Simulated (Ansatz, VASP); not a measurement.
# CoW3 in VASP and in Ansatz

```
Co W
1.0
     4.09417    0.00000    0.00000
     0.00000    4.09417    0.00000
     0.00000    0.00000    3.70425
Co W
1 3
Direct
  0.00000 0.00000 0.00000
  0.00000 0.50000 0.50000
  0.50000 0.00000 0.50000
  0.50000 0.50000 0.00000
```

Change from the starting cell: strain +0.050 along x and y, -0.050 along z, atoms carried along.

Alike in both runs: task single point; functional PBE; k mesh 12 × 12 × 12; occupations gaussian, width 0.15 eV; no spin polarisation.

|  | VASP | Ansatz |
| --- | --- | --- |
| version | VASP 6.6.1 | Ansatz 0.2.0 |
| potentials or method | VASP PAW PBE potentials, release 64 (Co, W_sv), cutoff 520 eV | scalar-relativistic, plane waves, PAW |
| valence electrons in the cell | 51 | 59 |

|  | VASP | Ansatz | Ansatz less VASP |
| --- | --- | --- | --- |
| gap on the k mesh at the Fermi level (eV) | none | none | - |
| pressure (GPa) | -11.1 | -11.4 | -0.35 |
| traceless stress, the component that is largest in VASP (GPa) | -0.93 | -0.78 | +0.143 |

A gap of «none» marks a metal or a gap that the smearing closes. VASP's potentials hold 51 valence electrons a cell and Ansatz's 59, so a difference there can come from the potentials and not from the codes.

Spin-orbit coupling is off throughout.
